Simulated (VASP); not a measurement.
# SiC (P6_3mc) in VASP: a series of runs, part 2 of 2

VASP 6.6.1. Earlier steps stand in the parts before.

### Step 4. Single point, PBE+D4

This run uses another cell than the first one, of 10.30 Å³/atom.

INCAR reads:

```
SYSTEM = SiC
ALGO = Normal
EDIFF = 1E-6
ENCUT = 520
GGA = PE
ISIF = 2
ISMEAR = -1
IVDW = 13
LASPH = .True.
LCHARG = .False.
LREAL = .False.
LWAVE = .False.
NBANDS = 16
NELM = 100
PREC = Accurate
SIGMA = 0.05
```

KPOINTS reads:

```
k-points
0
Gamma
  10 10 5
  0 0 0
```

POSCAR reads:

```
SiC
1.0
    3.0721937329      0.0000000000      0.0000000000
   -1.5360968664      2.6605978180      0.0000000000
    0.0000000000      0.0000000000      5.0417877464
Si C
2 2
Direct
    0.6666666667      0.3333333333      0.5045930491
    0.3333333333      0.6666666667      0.0045930491
    0.6666666667      0.3333333333      0.8804069509
    0.3333333333      0.6666666667      0.3804069509
```

Potentials or basis: VASP PAW PBE potentials, release 64 (Si, C).

Command:

```bash
$ cat potpaw_PBE.64/Si/POTCAR potpaw_PBE.64/C/POTCAR > POTCAR
$ mpirun -np 1 vasp_std > vasp.out
```

OUTCAR:

```text
SYSTEM = SiC
   EDIFF = 1E-6
   ENCUT = 520
   GGA = PE
   ISIF = 2
   ISMEAR = -1
   IVDW = 13
   LASPH = .True.
   LREAL = .False.
   NELM = 100
   PREC = Accurate

 ion  position               nearest neighbor table
   1  0.667  0.333  0.505-   4 1.88   4 1.88   4 1.88   3 1.89   2 3.08   2 3.08   2 3.08   2 3.08
                             2 3.08   2 3.08
   2  0.333  0.667  0.005-   3 1.88   3 1.88   3 1.88   4 1.89   1 3.08   1 3.08   1 3.08   1 3.08
                             1 3.08   1 3.08
   3  0.667  0.333  0.880-   2 1.88   2 1.88   2 1.88   1 1.89
   4  0.333  0.667  0.380-   1 1.88   1 1.88   1 1.88   2 1.89

  LATTYP: Found a hexagonal cell.
 ALAT       =     3.0721937329
 C/A-ratio  =     1.6411034540

  Lattice vectors:

 A1 = (   3.0721937329,   0.0000000000,   0.0000000000)
 A2 = (  -1.5360968664,   2.6605978180,   0.0000000000)
 A3 = (   0.0000000000,   0.0000000000,   5.0417877464)

Analysis of symmetry for initial positions (statically):
=====================================================================
 Subroutine PRICEL returns:
 Original cell was already a primitive cell.

 Routine SETGRP: Setting up the symmetry group for a
 hexagonal supercell.

 Subroutine GETGRP returns: Found 12 space group operations
 (whereof  6 operations were pure point group operations)
 out of a pool of 24 trial point group operations.

The static configuration has the point symmetry C_3v.
 The point group associated with its full space group is C_6v.

Analysis of symmetry for dynamics (positions and initial velocities):
=====================================================================
 Subroutine PRICEL returns:
 Original cell was already a primitive cell.

 Routine SETGRP: Setting up the symmetry group for a
 hexagonal supercell.

 Subroutine GETGRP returns: Found 12 space group operations
 (whereof  6 operations were pure point group operations)
 out of a pool of 24 trial point group operations.

The dynamic configuration has the point symmetry C_3v.
 The point group associated with its full space group is C_6v.
[... 126 lines left out ...]
  Thomas-Fermi vector in A             =   2.330286
   LORBIT       =      0    0 simple, 1 ext, 2 COOP (PROOUT), +10 PAW based schemes
   GGA     = PE    functional components
   LHFCALC =     F    Hartree Fock is set to
   AEXX    =    0.0000 exact exchange contribution
   IVDW    =    13    specifies the selected vdW correction
   LEPSILON=     F    determine dielectric tensor
   LRPA    =     F    only Hartree local field effects (RPA)
 non-spin polarized calculation
  energy-cutoff  :      520.00
  volume of cell :       41.21
 maximum number of plane-waves:      1124
 NGX is ok and might be reduce to    24
   NGX = 11   NGY = 11   NGZ = 19

 number of electron      15.9999999 magnetization

 Free energy of the ion-electron system (eV)
  ---------------------------------------------------
  ext. energy  EPLUGINS =         0.00000000
  ---------------------------------------------------
  free energy    TOTEN  =       -30.09959468 eV

  energy without entropy =      -30.09959468  energy(sigma->0) =      -30.09959468

 E-fermi :   9.3412     XC(G=0): -11.3664

 val. band max:        8.3019905048   @ k =   0.0000   0.0000   0.0000
 cond. band min:      10.7262004241   @ k =   0.3000   0.3000   0.0000
 fundamental gap:      2.4242099193
 Fermi energy:         9.3411605925

 k-point     1 :       0.0000    0.0000    0.0000
  band No.  band energies     occupation
      1      -7.2970      2.00000
      2      -3.7162      2.00000
      3      -0.4170      2.00000
      4       6.9832      2.00000
      5       6.9832      2.00000
      6       8.1901      2.00000
[... 433 lines left out ...]
      3       0.1878      2.00000
      4       1.6900      2.00000
      5       3.6027      2.00000
      6       4.5493      2.00000
[... 8 lines left out ...]
     15      19.8530      0.00000
     16      21.2429      0.00000

 [... further k-points ...]

------------------------ aborting loop because EDIFF is reached ----------------------------------------

  DFT-D4 for vdW energy calculation

  Edisp (eV):   -1.31953

  FORCE on cell =-STRESS in cart. coord.  units (eV):
  Direction    XX          YY          ZZ          XY          YZ          ZX
  --------------------------------------------------------------------------------------
  -------------------------------------------------------------------------------------
  Total      -0.01684    -0.01684    -0.01440    -0.00000     0.00000     0.00000
  in kB      -0.65472    -0.65472    -0.55994    -0.00000     0.00000     0.00000
  external pressure =       -0.62 kB  Pullay stress =        0.00 kB

 VOLUME and BASIS-vectors are now :
 -----------------------------------------------------------------------------
  energy-cutoff  :      520.00
  volume of cell :       41.21
      direct lattice vectors                 reciprocal lattice vectors
     3.072193733  0.000000000  0.000000000     0.325500306  0.187927689  0.000000000
    -1.536096866  2.660597818  0.000000000     0.000000000  0.375855379  0.000000000
     0.000000000  0.000000000  5.041787746     0.000000000  0.000000000  0.198342344

 POSITION                                       TOTAL-FORCE (eV/Angst)
 -----------------------------------------------------------------------------------
      1.53610      0.88687      2.54405         0.000000     -0.000000     -0.000409
     -0.00000      1.77373      0.02316        -0.000000     -0.000000     -0.000409
      1.53610      0.88687      4.43882         0.000000     -0.000000      0.000409
     -0.00000      1.77373      1.91793        -0.000000      0.000000      0.000409
 -----------------------------------------------------------------------------------
    total drift:                               -0.000000     -0.000000     -0.000271

  FREE ENERGIE OF THE ION-ELECTRON SYSTEM (eV)
  ---------------------------------------------------
  free  energy   TOTEN  =       -31.4191292001 eV

  energy  without entropy=      -31.4191292001  energy(sigma->0) =      -31.41912920
```

OSZICAR:

```text
N       E                     dE             d eps       ncg     rms          rms(c)
DAV:   1     0.263306642586E+02    0.26331E+02   -0.71251E+03  1344   0.895E+02
DAV:   2    -0.313102176821E+02   -0.57641E+02   -0.52246E+02  1944   0.157E+02
DAV:   3    -0.338282300658E+02   -0.25180E+01   -0.25077E+01  1800   0.305E+01
DAV:   4    -0.338467018703E+02   -0.18472E-01   -0.18470E-01  1640   0.321E+00
DAV:   5    -0.338468790373E+02   -0.17717E-03   -0.17716E-03  1776   0.299E-01    0.125E+01
DAV:   6    -0.301902764386E+02    0.36566E+01   -0.65267E+00  1704   0.157E+01    0.566E+00
DAV:   7    -0.301176362190E+02    0.72640E-01   -0.11255E+00  1912   0.619E+00    0.249E+00
DAV:   8    -0.301008536023E+02    0.16783E-01   -0.47258E-02  1544   0.139E+00    0.632E-01
DAV:   9    -0.300992560164E+02    0.15976E-02   -0.75776E-03  1800   0.591E-01    0.122E-01
DAV:  10    -0.300995670356E+02   -0.31102E-03   -0.10111E-03  1672   0.184E-01    0.572E-02
DAV:  11    -0.300995930730E+02   -0.26037E-04   -0.93878E-05  1592   0.690E-02    0.136E-02
DAV:  12    -0.300995941614E+02   -0.10884E-05   -0.66346E-06  1784   0.162E-02    0.401E-03
DAV:  13    -0.300995946839E+02   -0.52242E-06   -0.43777E-07  1144   0.448E-03
   1 F= -.31419129E+02 E0= -.31419129E+02  d E =-.140781E-10
```

stdout:

```text
POSCAR found type information on POSCAR SiC
 POSCAR found :  2 types and       4 ions
 scaLAPACK will be used
 LDA part: xc-table for (Slater+PW92), standard interpolation
 POSCAR, INCAR and KPOINTS ok, starting setup
 FFT: planning ... GRIDC
 FFT: planning ... GRID_SOFT
 FFT: planning ... GRID
 WAVECAR not read
 entering main loop
```

It took 43 s on 1 thread of Intel Xeon 8259CL, shared host; peak memory 0.16 GiB.

Results:

```
Free energy                : -31.4191 eV
Pressure                   : -0.1 GPa
Band gap on the k mesh     : 2.42 eV (least direct gap 3.98 eV)
Dispersion energy per atom : -0.330 eV
```

Levels at points of the mesh, in eV from the valence-band top:
```tsv
k point	band 5	band 6	band 7	band 8	band 9	band 10	band 11	band 12
(0.00, 0.00, 0.00)	-1.32	-0.11	0.00	0.00	4.83	6.25	6.69	6.69
(0.50, 0.00, 0.00)	-5.44	-3.33	-3.30	-1.20	2.78	4.23	6.91	7.14
```

A k mesh can miss the band edges.

### Step 5. Single point, PBE

INCAR reads:

```
PREC     = Accurate       # precision mode
ENCUT    = 520            # plane-wave cutoff, eV
EDIFF    = 1E-6           # SCF threshold, eV
ISMEAR   = 0              # smearing method
SIGMA    = 0.011          # smearing width, eV
LREAL    = F              # projectors in reciprocal space
LASPH    = T              # aspherical terms in the spheres
NELM     = 80             # most SCF steps
ALGO     = Normal         # electronic algorithm
ISIF     = 2              # what is computed and relaxed
LWAVE    = F              # write WAVECAR
LCHARG   = F              # write CHGCAR
GGA      = PE             # functional
NBANDS   = 16             # bands
```

KPOINTS reads:

```
Automatic mesh
0
Gamma
  10 10 5
```

POSCAR reads:

```
SiC
1.0
    3.0760000000      0.0000000000      0.0000000000
   -1.5380000000      2.6638941420      0.0000000000
    0.0000000000      0.0000000000      5.0480000000
Si C
2 2
Direct
    0.6666666667      0.3333333333      0.5000000000
    0.3333333333      0.6666666667      0.0000000000
    0.6666666667      0.3333333333      0.8850000000
    0.3333333333      0.6666666667      0.3850000000
```

Potentials or basis: VASP PAW PBE potentials, release 64 (Si, C).

Command:

```bash
$ cat potpaw_PBE.64/Si/POTCAR potpaw_PBE.64/C/POTCAR > POTCAR
$ mpirun -np 1 vasp_std > vasp.out
```

OUTCAR:

```text
PREC = Accurate
   ENCUT = 520
   EDIFF = 1E-6
   ISMEAR = 0
   LREAL = F
   LASPH = T
   NELM = 80
   ISIF = 2
   GGA = PE

 ion  position               nearest neighbor table
   1  0.667  0.333  0.500-   4 1.87   4 1.87   4 1.87   3 1.94   2 3.09   2 3.09   2 3.09   2 3.09
                             2 3.09   2 3.09
   2  0.333  0.667  0.000-   3 1.87   3 1.87   3 1.87   4 1.94   1 3.09   1 3.09   1 3.09   1 3.09
                             1 3.09   1 3.09
   3  0.667  0.333  0.885-   2 1.87   2 1.87   2 1.87   1 1.94
   4  0.333  0.667  0.385-   1 1.87   1 1.87   1 1.87   2 1.94

  LATTYP: Found a hexagonal cell.
 ALAT       =     3.0760000000
 C/A-ratio  =     1.6410923277

  Lattice vectors:

 A1 = (   3.0760000000,   0.0000000000,   0.0000000000)
 A2 = (  -1.5380000000,   2.6638941420,   0.0000000000)
 A3 = (   0.0000000000,   0.0000000000,   5.0480000000)

Analysis of symmetry for initial positions (statically):
=====================================================================
 Subroutine PRICEL returns:
 Original cell was already a primitive cell.

[... 179 lines left out ...]
 cond. band min:      10.8889033413   @ k =   0.3000   0.3000   0.0000
 fundamental gap:      2.4792129321
 Fermi energy:         8.4888156524

 k-point     1 :       0.0000    0.0000    0.0000
  band No.  band energies     occupation
      1      -7.3151      2.00000
      2      -3.8128      2.00000
      3      -0.2831      2.00000
      4       6.8534      2.00000
      5       6.8534      2.00000
      6       8.1340      2.00000
[... 433 lines left out ...]
      3       0.1142      2.00000
      4       1.5912      2.00000
      5       3.6621      2.00000
      6       4.4738      2.00000
[... 8 lines left out ...]
     15      19.7589      0.00000
     16      21.0924      0.00000

 [... further k-points ...]

------------------------ aborting loop because EDIFF is reached ----------------------------------------

  FORCE on cell =-STRESS in cart. coord.  units (eV):
  Direction    XX          YY          ZZ          XY          YZ          ZX
  --------------------------------------------------------------------------------------
  -------------------------------------------------------------------------------------
  Total        1.3564174      1.3564174      0.1082068      0.0000000      0.0000000      0.0000000
  in kB       52.5389381     52.5389381      4.1912388      0.0000000      0.0000000      0.0000000
  external PRESSURE =      36.4230383 kB  Pullay stress =       0.0000000 kB

 VOLUME and BASIS-vectors are now :
 -----------------------------------------------------------------------------
  energy-cutoff  :      520.00
  volume of cell :       41.36
      direct lattice vectors                 reciprocal lattice vectors
     3.076000000  0.000000000  0.000000000     0.325097529  0.187695146  0.000000000
    -1.538000000  2.663894142  0.000000000     0.000000000  0.375390292  0.000000000
     0.000000000  0.000000000  5.048000000     0.000000000  0.000000000  0.198098257

 POSITION                                       TOTAL-FORCE (eV/Angst)
 -----------------------------------------------------------------------------------
      1.53800      0.88796      2.52400         0.000000     -0.000000      0.752819
     -0.00000      1.77593      0.00000        -0.000000      0.000000      0.752819
      1.53800      0.88796      4.46748         0.000000     -0.000000     -0.752819
     -0.00000      1.77593      1.94348        -0.000000      0.000000     -0.752819
 -----------------------------------------------------------------------------------
    total drift:                                0.000000      0.000000     -0.000217

  FREE ENERGIE OF THE ION-ELECTRON SYSTEM (eV)
  ---------------------------------------------------
  free  energy   TOTEN  =       -30.0670771964 eV

  energy  without entropy=      -30.0670771964  energy(sigma->0) =      -30.06707720
```

It took 38 s on 1 thread of Intel Xeon 8259CL, shared host; peak memory 0.16 GiB.

What came out:

```yaml
Free_energy: -30.0671 eV
Pressure: 3.6 GPa
Largest_force: 0.753 eV/Å
Band_gap_on_the_k_mesh: 2.48 eV (least direct gap 4.08 eV)
```

Forces on the atoms (eV/Å):
```
Si   0.000  0.000  0.753
Si   0.000  0.000  0.753
C    0.000  0.000 -0.753
C    0.000  0.000 -0.753
```

Caveat: the cell stands under pressure. As with any semilocal functional, this PBE gap is likely too small.

### Step 6. Single point, revPBE+D4

This run uses another cell than the first one, of 10.20 Å³/atom.

INCAR reads:

```
ALGO = Normal
EDIFF = 1E-6
ENCUT = 520
GGA = RE
ISIF = 2
ISMEAR = -1
IVDW = 13
LASPH = T
LCHARG = F
LREAL = F
LWAVE = F
NBANDS = 16
NELM = 100
PREC = Accurate
SIGMA = 0.05
```

KPOINTS reads:

```
k-points
0
Gamma
  10 10 5
```

POSCAR reads:

```
SiC
1.0
    3.0611918100      0.0000000000      0.0000000000
   -1.5305959050      2.6510698733      0.0000000000
    0.0000000000      0.0000000000      5.0255746982
Si C
2 2
Direct
    0.6666666667      0.3333333333      0.5046707441
    0.3333333333      0.6666666667      0.0046707441
    0.6666666667      0.3333333333      0.8803292559
    0.3333333333      0.6666666667      0.3803292559
```

Potentials or basis: VASP PAW PBE potentials, release 64 (Si, C).

Command:

```bash
$ cat potpaw_PBE.64/Si/POTCAR potpaw_PBE.64/C/POTCAR > POTCAR
$ mpirun -np 1 vasp_std > vasp.out
```

It took 40 s on 1 thread of Intel Xeon 8259CL, shared host; peak memory 0.16 GiB.

It converged, with:

```
Free energy                : -31.4630 eV
Pressure                   : -0.5 GPa
Band gap on the k mesh     : 2.43 eV (least direct gap 4.02 eV)
Dispersion energy per atom : -0.654 eV
```

Levels at points of the mesh, in eV from the valence-band top:
```
           k point  band 5  band 6  band 7  band 8  band 9  band 10  band 11  band 12
(0.00, 0.00, 0.00)   -1.32   -0.12    0.00    0.00    4.95     6.37     6.78     6.78
(0.50, 0.00, 0.00)   -5.48   -3.34   -3.32   -1.20    2.83     4.24     7.02     7.19
```

Caveat: the PAW data sets were made with another functional, which shifts forces and pressure a little. A k mesh can miss the band edges.

### Step 7. The runs side by side

| level | cell | smearing | gap on the mesh (eV) | pressure (GPa) | largest force (eV/Å) |
| --- | --- | --- | --- | --- | --- |
| PBE | a = 3.076, b = 3.076, c = 5.048 Å, angles 90.0, 90.0, 120.0°, 4 atoms, atomic positions A | gaussian 0.028 eV | 2.48 | 3.6 | 0.75 |
| PBE+D3(BJ) | a = 3.070, b = 3.070, c = 5.038 Å, angles 90.0, 90.0, 120.0°, 4 atoms, atomic positions B | fermi-dirac 0.05 eV | 2.42 | -0.1 | - |
| PBE+D4 | a = 3.072, b = 3.072, c = 5.042 Å, angles 90.0, 90.0, 120.0°, 4 atoms, atomic positions B | fermi-dirac 0.05 eV | 2.42 | -0.1 | - |
| PBE | a = 3.076, b = 3.076, c = 5.048 Å, angles 90.0, 90.0, 120.0°, 4 atoms, atomic positions A | gaussian 0.011 eV | 2.48 | 3.6 | 0.75 |
| revPBE+D4 | a = 3.061, b = 3.061, c = 5.026 Å, angles 90.0, 90.0, 120.0°, 4 atoms, atomic positions C | fermi-dirac 0.05 eV | 2.43 | -0.5 | - |

Alike in all rows: task single point; potentials or basis VASP PAW PBE potentials, release 64 (Si, C); no spin polarisation; k mesh 10 × 10 × 5; cutoff (eV) 520.

Caveats: the cell stands under pressure (at least some runs); the PAW data sets were made with another functional, which shifts forces and pressure a little (at least some runs).

Total energies depend on the potentials used, so only differences within one code and one set of settings carry meaning.
